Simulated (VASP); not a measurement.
# BN (F-43m) in VASP: settings compared

BN is run at these levels: PBEsol+D4, PBE; tasks: single point.

Program: VASP 6.6.1. These are calculated values, not measurements. Logs are shortened: lines on timing, memory, paths and dates and some standing lists are left out, and cuts for length are marked.

## Step 1: The cell of the first run

Symmetry: F-43m, No. 216, cubic system. Conventional cell: a = 3.596 Å, b = 3.596 Å, c = 3.596 Å, α = 90.00°, β = 90.00°, γ = 90.00°. N (site symmetry -43m) has 4 B at 1.56 Å within 2.1 Å. Within 2.1 Å of B (site symmetry -43m) lie 4 N at 1.56 Å.

## Step 2: Single point, PBEsol+D4

INCAR reads:

```
SYSTEM = BN
PREC = Accurate
ENCUT = 520
EDIFF = 1E-7
ISMEAR = -1
SIGMA = 0.05
LREAL = .FALSE.
LASPH = .TRUE.
NELM = 60
ALGO = Normal
ISIF = 2
LWAVE = .FALSE.
LCHARG = .FALSE.
GGA = PS
IVDW = 13
NBANDS = 11
```

KPOINTS reads:

```
regular mesh
0
G
  13 13 13
  0 0 0
```

POSCAR reads:

```
BN
1.0
    0.0000000000      1.7978396768      1.7978396768
    1.7978396768      0.0000000000      1.7978396768
    1.7978396768      1.7978396768      0.0000000000
N B
1 1
Direct
    0.2500000000      0.2500000000      0.2500000000
    0.0000000000      0.0000000000      0.0000000000
```

Potentials or basis: VASP PAW PBE potentials, release 64 (N, B).

On the command line:

```sh
$ cat potpaw_PBE.64/N/POTCAR potpaw_PBE.64/B/POTCAR > POTCAR
$ mpirun -np 1 vasp_std > vasp.out
```

OUTCAR:

```text
SYSTEM = BN
   PREC = Accurate
   ENCUT = 520
   EDIFF = 1E-7
   ISMEAR = -1
   LREAL = .FALSE.
   LASPH = .TRUE.
   NELM = 60
   ISIF = 2
   GGA = PS
   IVDW = 13

 ion  position               nearest neighbor table
   1  0.250  0.250  0.250-   2 1.56   2 1.56   2 1.56   2 1.56
   2  0.000  0.000  0.000-   1 1.56   1 1.56   1 1.56   1 1.56

  LATTYP: Found a face centered cubic cell.
 ALAT       =     3.5956793536

  Lattice vectors:

 A1 = (   0.0000000000,   1.7978396768,   1.7978396768)
 A2 = (   1.7978396768,   0.0000000000,   1.7978396768)
 A3 = (   1.7978396768,   1.7978396768,   0.0000000000)

Analysis of symmetry for initial positions (statically):
=====================================================================
 Subroutine PRICEL returns:
 Original cell was already a primitive cell.

 Routine SETGRP: Setting up the symmetry group for a
 face centered cubic supercell.

 Subroutine GETGRP returns: Found 24 space group operations
 (whereof 24 operations were pure point group operations)
 out of a pool of 48 trial point group operations.

The static configuration has the point symmetry T_d .

Analysis of symmetry for dynamics (positions and initial velocities):
=====================================================================
 Subroutine PRICEL returns:
 Original cell was already a primitive cell.

 Routine SETGRP: Setting up the symmetry group for a
 face centered cubic supercell.

 Subroutine GETGRP returns: Found 24 space group operations
 (whereof 24 operations were pure point group operations)
 out of a pool of 48 trial point group operations.

The dynamic configuration has the point symmetry T_d .

 Subroutine INISYM returns: Found 24 space group operations
 (whereof 24 operations are pure point group operations),
 and found     1 'primitive' translations

----------------------------------------------------------------------------------------

                                     Primitive cell

  volume of cell :      11.6221

  direct lattice vectors                    reciprocal lattice vectors
     0.000000000  1.797839677  1.797839677    -0.278111562  0.278111562  0.278111562
     1.797839677  0.000000000  1.797839677     0.278111562 -0.278111562  0.278111562
     1.797839677  1.797839677  0.000000000     0.278111562  0.278111562 -0.278111562

  length of vectors
     2.542529254  2.542529254  2.542529254     0.481703355  0.481703355  0.481703355

  position of ions in fractional coordinates (direct lattice)
     0.250000000  0.250000000  0.250000000
     0.000000000  0.000000000  0.000000000

  ion indices of the primitive-cell ions
   primitive index   ion index
                 1           1
[... 83 lines left out ...]
   PSTRESS=    0.0 pullay stress
   NELECT =       8.0000    total number of electrons
   NUPDOWN=      -1.0000    fix difference up-down
   EMIN   =  10.00;   EMAX   =-10.00  energy-range for DOS
   EFERMI =   0.00;   METHOD = LEGACY
   ISMEAR =    -1;   SIGMA  =   0.05  broadening in eV -4-tet -1-fermi 0-gaus
   EFERMI_NEDOS =   21; number of points for ismear=-14 and -15
   IALGO  =     38    algorithm
   IMIX   =      4    mixing-type and parameters
     AMIX     =   0.40;   BMIX     =  1.00
     AMIX_MAG =   1.60;   BMIX_MAG =  1.00
  volume/ion in A,a.u.               =       5.81        39.21
  Fermi-wavevector in a.u.,A,eV,Ry     =   1.445475  2.731551 28.427979  2.089397
  Thomas-Fermi vector in A             =   2.563653
   LORBIT       =      0    0 simple, 1 ext, 2 COOP (PROOUT), +10 PAW based schemes
   GGA     = PS    functional components
   LHFCALC =     F    Hartree Fock is set to
   AEXX    =    0.0000 exact exchange contribution
   IVDW    =    13    specifies the selected vdW correction
   LEPSILON=     F    determine dielectric tensor
   LRPA    =     F    only Hartree local field effects (RPA)
 non-spin polarized calculation
  energy-cutoff  :      520.00
  volume of cell :       11.62
 maximum number of plane-waves:       331
   NGX =  9   NGY =  9   NGZ =  9

 number of electron       7.9999998 magnetization

 Free energy of the ion-electron system (eV)
  ---------------------------------------------------
  ext. energy  EPLUGINS =         0.00000000
  ---------------------------------------------------
  free energy    TOTEN  =       -18.34529803 eV

  energy without entropy =      -18.34529803  energy(sigma->0) =      -18.34529803

 E-fermi :   8.6276     XC(G=0): -13.0949

 val. band max:        7.5621331074   @ k =   0.0000   0.0000   0.0000
 cond. band min:      11.9329209612   @ k =   0.4615   0.4615   0.0000
 fundamental gap:      4.3707878537
 Fermi energy:         8.6276452676

 k-point     1 :       0.0000    0.0000    0.0000
  band No.  band energies     occupation
      1     -12.8754      2.00000
      2       7.5621      2.00000
      3       7.5621      2.00000
      4       7.5621      2.00000
      5      16.3992      0.00000
      6      16.3992      0.00000
      7      16.3992      0.00000
      8      18.0902      0.00000
      9      32.3744      0.00000
     10      35.4496      0.00000
     11      35.4496      0.00000
[... 309 lines left out ...]
 k-point    24 :       0.4615    0.1538    0.0000
  band No.  band energies     occupation
      1      -8.7931      2.00000
      2      -1.8938      2.00000
      3       4.2393      2.00000
      4       4.6661      2.00000
      5      16.4161      0.00000
      6      19.8182      0.00000
      7      20.1411      0.00000
      8      22.3205      0.00000
      9      28.4167      0.00000
     10      34.0016      0.00000
     11      35.7049      0.00000

 [... further k-points ...]

------------------------ aborting loop because EDIFF is reached ----------------------------------------

  DFT-D4 for vdW energy calculation

  Edisp (eV):   -0.26988

  FORCE on cell =-STRESS in cart. coord.  units (eV):
  Direction    XX          YY          ZZ          XY          YZ          ZX
  --------------------------------------------------------------------------------------
  -------------------------------------------------------------------------------------
  Total       0.04549     0.04549     0.04549     0.00000     0.00000    -0.00000
  in kB       6.27130     6.27130     6.27130     0.00000     0.00000    -0.00000
  external pressure =        6.27 kB  Pullay stress =        0.00 kB

 VOLUME and BASIS-vectors are now :
 -----------------------------------------------------------------------------
  energy-cutoff  :      520.00
  volume of cell :       11.62
      direct lattice vectors                 reciprocal lattice vectors
     0.000000000  1.797839677  1.797839677    -0.278111562  0.278111562  0.278111562
     1.797839677  0.000000000  1.797839677     0.278111562 -0.278111562  0.278111562
     1.797839677  1.797839677  0.000000000     0.278111562  0.278111562 -0.278111562

 POSITION                                       TOTAL-FORCE (eV/Angst)
 -----------------------------------------------------------------------------------
      0.89892      0.89892      0.89892         0.000000      0.000000      0.000000
      0.00000      0.00000      0.00000        -0.000000     -0.000000     -0.000000
 -----------------------------------------------------------------------------------
    total drift:                                0.000000      0.000000      0.000000

  FREE ENERGIE OF THE ION-ELECTRON SYSTEM (eV)
  ---------------------------------------------------
  free  energy   TOTEN  =       -18.6151743482 eV

  energy  without entropy=      -18.6151743482  energy(sigma->0) =      -18.61517435
```

OSZICAR:

```text
N       E                     dE             d eps       ncg     rms          rms(c)
DAV:   1     0.104244314645E+02    0.10424E+02   -0.49868E+03  1920   0.725E+02
DAV:   2    -0.188372084008E+02   -0.29262E+02   -0.28420E+02  2187   0.169E+02
DAV:   3    -0.193154547313E+02   -0.47825E+00   -0.47762E+00  2171   0.186E+01
DAV:   4    -0.193159752319E+02   -0.52050E-03   -0.52049E-03  1986   0.681E-01
DAV:   5    -0.193159757022E+02   -0.47030E-06   -0.47030E-06  2148   0.200E-02    0.665E+00
DAV:   6    -0.184548696096E+02    0.86111E+00   -0.26553E+00  1947   0.940E+00    0.331E+00
DAV:   7    -0.183661487048E+02    0.88721E-01   -0.10620E-01  2094   0.259E+00    0.189E+00
DAV:   8    -0.183452768315E+02    0.20872E-01   -0.33239E-02  2064   0.126E+00    0.187E-01
DAV:   9    -0.183452777874E+02   -0.95585E-06   -0.84911E-04  1968   0.246E-01    0.807E-02
DAV:  10    -0.183452962172E+02   -0.18430E-04   -0.61618E-05  2045   0.686E-02    0.133E-02
DAV:  11    -0.183452979962E+02   -0.17790E-05   -0.40124E-06  2068   0.153E-02    0.840E-03
DAV:  12    -0.183452980286E+02   -0.32435E-07   -0.98551E-07  2040   0.661E-03
   1 F= -.18615174E+02 E0= -.18615174E+02  d E =-.249962E-11
```

It took 6.7 s on 1 thread of Intel Xeon 6975P-C (Granite Rapids), shared host; peak memory 0.12 GiB.

What came out:

```
Free energy                : -18.6152 eV
Pressure                   : 0.6 GPa
Band gap on the k mesh     : 4.37 eV, indirect (least direct gap 8.84 eV)
Dispersion energy per atom : -0.135 eV
```

Caveat: the PAW data sets were made with another functional, which shifts forces and pressure a little.

## Step 3: Single point, PBE

This run uses another cell than the first one, of 5.96 Å³/atom, 1.026 times its volume.

INCAR reads:

```
SYSTEM = BN
ALGO     = Normal         ! electronic algorithm
EDIFF    = 1E-6           ! SCF threshold, eV
ENCUT    = 520            ! plane-wave cutoff, eV
GGA      = PE             ! functional
ISIF     = 2              ! what is computed and relaxed
ISMEAR   = 0              ! smearing method
LASPH    = .True.         ! aspherical terms in the spheres
LCHARG   = .False.        ! write CHGCAR
LREAL    = .False.        ! projectors in reciprocal space
LWAVE    = .False.        ! write WAVECAR
NBANDS   = 11             ! bands
NELM     = 60             ! most SCF steps
PREC     = Accurate       ! precision mode
SIGMA    = 0.027000000000000003 ! smearing width, eV
```

KPOINTS reads:

```
k-points
0
Gamma
  13 13 13
  0 0 0
```

POSCAR reads:

```
BN
1.0
    0.0000000000      1.8130010000      1.8130010000
    1.8130010000      0.0000000000      1.8130010000
    1.8130010000      1.8130010000      0.0000000000
N B
1 1
Direct
    0.2500000000      0.2500000000      0.2500000000
    0.0000000000      0.0000000000      0.0000000000
```

Potentials or basis: VASP PAW PBE potentials, release 64 (N, B).

On the command line:

```sh
$ cat potpaw_PBE.64/N/POTCAR potpaw_PBE.64/B/POTCAR > POTCAR
$ mpirun -np 1 vasp_std > vasp.out
```

OUTCAR:

```text
SYSTEM = BN
   EDIFF = 1E-6
   ENCUT = 520
   GGA = PE
   ISIF = 2
   ISMEAR = 0
   LASPH = .True.
   LREAL = .False.
   NELM = 60
   PREC = Accurate

 ion  position               nearest neighbor table
   1  0.250  0.250  0.250-   2 1.57   2 1.57   2 1.57   2 1.57
   2  0.000  0.000  0.000-   1 1.57   1 1.57   1 1.57   1 1.57

  LATTYP: Found a face centered cubic cell.
 ALAT       =     3.6260020000

  Lattice vectors:

 A1 = (   0.0000000000,   1.8130010000,   1.8130010000)
 A2 = (   1.8130010000,   0.0000000000,   1.8130010000)
 A3 = (   1.8130010000,   1.8130010000,   0.0000000000)

Analysis of symmetry for initial positions (statically):
=====================================================================
 Subroutine PRICEL returns:
 Original cell was already a primitive cell.

 Routine SETGRP: Setting up the symmetry group for a
 face centered cubic supercell.

 Subroutine GETGRP returns: Found 24 space group operations
 (whereof 24 operations were pure point group operations)
 out of a pool of 48 trial point group operations.

The static configuration has the point symmetry T_d .

Analysis of symmetry for dynamics (positions and initial velocities):
=====================================================================
 Subroutine PRICEL returns:
 Original cell was already a primitive cell.

 Routine SETGRP: Setting up the symmetry group for a
 face centered cubic supercell.

 Subroutine GETGRP returns: Found 24 space group operations
 (whereof 24 operations were pure point group operations)
 out of a pool of 48 trial point group operations.

The dynamic configuration has the point symmetry T_d .

 Subroutine INISYM returns: Found 24 space group operations
 (whereof 24 operations are pure point group operations),
 and found     1 'primitive' translations

----------------------------------------------------------------------------------------

                                     Primitive cell

  volume of cell :      11.9186

[... 115 lines left out ...]
   AEXX    =    0.0000 exact exchange contribution
   IVDW    =     0    specifies the selected vdW correction
   LEPSILON=     F    determine dielectric tensor
   LRPA    =     F    only Hartree local field effects (RPA)
 non-spin polarized calculation
 Gauss-broadening in eV      SIGMA  =   0.03
  energy-cutoff  :      520.00
  volume of cell :       11.92
 maximum number of plane-waves:       331
   NGX =  9   NGY =  9   NGZ =  9

 number of electron       7.9999999 magnetization

 Free energy of the ion-electron system (eV)
  ---------------------------------------------------
  ext. energy  EPLUGINS =         0.00000000
  ---------------------------------------------------
  free energy    TOTEN  =       -17.45100118 eV

  energy without entropy =      -17.45100118  energy(sigma->0) =      -17.45100118

 E-fermi :   7.4377     XC(G=0): -12.7771

 val. band max:        7.2910515782   @ k =   0.0000   0.0000   0.0000
 cond. band min:      11.8144101933   @ k =   0.4615   0.4615   0.0000
 fundamental gap:      4.5233586151
 Fermi energy:         7.4376686896

 k-point     1 :       0.0000    0.0000    0.0000
  band No.  band energies     occupation
      1     -12.8363      2.00000
      2       7.2911      2.00000
      3       7.2911      2.00000
      4       7.2911      2.00000
      5      16.0676      0.00000
      6      16.0676      0.00000
      7      16.0676      0.00000
      8      17.4925      0.00000
      9      31.8724      0.00000
     10      34.9486      0.00000
     11      34.9486      0.00000
[... 309 lines left out ...]
 k-point    24 :       0.4615    0.1538    0.0000
  band No.  band energies     occupation
      1      -8.8968      2.00000
      2      -1.9087      2.00000
      3       4.0503      2.00000
      4       4.4881      2.00000
      5      16.1426      0.00000
      6      19.3091      0.00000
      7      19.7406      0.00000
      8      21.8685      0.00000
      9      28.0487      0.00000
     10      33.3601      0.00000
     11      35.2046      0.00000

 [... further k-points ...]

------------------------ aborting loop because EDIFF is reached ----------------------------------------

  FORCE on cell =-STRESS in cart. coord.  units (eV):
  Direction    XX          YY          ZZ          XY          YZ          ZX
  --------------------------------------------------------------------------------------
  -------------------------------------------------------------------------------------
  Total       -0.0119041     -0.0119041     -0.0119041      0.0000000      0.0000000     -0.0000000
  in kB       -1.6002366     -1.6002366     -1.6002366      0.0000000      0.0000000     -0.0000000
  external PRESSURE =      -1.6002366 kB  Pullay stress =       0.0000000 kB

 VOLUME and BASIS-vectors are now :
 -----------------------------------------------------------------------------
  energy-cutoff  :      520.00
  volume of cell :       11.92
      direct lattice vectors                 reciprocal lattice vectors
     0.000000000  1.813001000  1.813001000    -0.275785838  0.275785838  0.275785838
     1.813001000  0.000000000  1.813001000     0.275785838 -0.275785838  0.275785838
     1.813001000  1.813001000  0.000000000     0.275785838  0.275785838 -0.275785838

 POSITION                                       TOTAL-FORCE (eV/Angst)
 -----------------------------------------------------------------------------------
      0.90650      0.90650      0.90650        -0.000000      0.000000     -0.000000
      0.00000      0.00000      0.00000         0.000000     -0.000000      0.000000
 -----------------------------------------------------------------------------------
    total drift:                                0.000000      0.000000      0.000000

  FREE ENERGIE OF THE ION-ELECTRON SYSTEM (eV)
  ---------------------------------------------------
  free  energy   TOTEN  =       -17.4510011793 eV

  energy  without entropy=      -17.4510011793  energy(sigma->0) =      -17.45100118
```

OSZICAR:

```text
N       E                     dE             d eps       ncg     rms          rms(c)
DAV:   1     0.958371251672E+01    0.95837E+01   -0.50361E+03  1928   0.726E+02
DAV:   2    -0.179235186756E+02   -0.27507E+02   -0.26809E+02  2215   0.163E+02
DAV:   3    -0.184015359545E+02   -0.47802E+00   -0.47744E+00  2205   0.184E+01
DAV:   4    -0.184020832119E+02   -0.54726E-03   -0.54725E-03  1950   0.694E-01
DAV:   5    -0.184020837449E+02   -0.53303E-06   -0.53252E-06  2166   0.211E-02    0.665E+00
DAV:   6    -0.175338825198E+02    0.86820E+00   -0.29494E+00  1944   0.987E+00    0.324E+00
DAV:   7    -0.174647769720E+02    0.69106E-01   -0.10006E-01  2076   0.262E+00    0.191E+00
DAV:   8    -0.174507364756E+02    0.14040E-01   -0.35154E-02  2063   0.136E+00    0.188E-01
DAV:   9    -0.174509072918E+02   -0.17082E-03   -0.97439E-04  1956   0.257E-01    0.826E-02
DAV:  10    -0.174509958069E+02   -0.88515E-04   -0.12311E-04  2026   0.947E-02    0.150E-02
DAV:  11    -0.174510011541E+02   -0.53472E-05   -0.94470E-06  2118   0.251E-02    0.106E-02
DAV:  12    -0.174510011793E+02   -0.25224E-07   -0.15913E-06  1116   0.867E-03
   1 F= -.17451001E+02 E0= -.17451001E+02  d E =-.324819E-17
```

stdout:

```text
POSCAR found type information on POSCAR N B
 POSCAR found :  2 types and       2 ions
 scaLAPACK will be used
 LDA part: xc-table for (Slater+PW92), standard interpolation
 POSCAR, INCAR and KPOINTS ok, starting setup
 FFT: planning ... GRIDC
 FFT: planning ... GRID_SOFT
 FFT: planning ... GRID
 WAVECAR not read
 entering main loop
```

It took 4.9 s on 1 thread of Intel Xeon 6975P-C (Granite Rapids), shared host; peak memory 0.12 GiB.

What came out:

```
Free energy            : -17.4510 eV
Pressure               : -0.2 GPa
Band gap on the k mesh : 4.52 eV, indirect (least direct gap 8.78 eV)
```

A k mesh can miss the band edges. As with any semilocal functional, this PBE gap is likely too small.
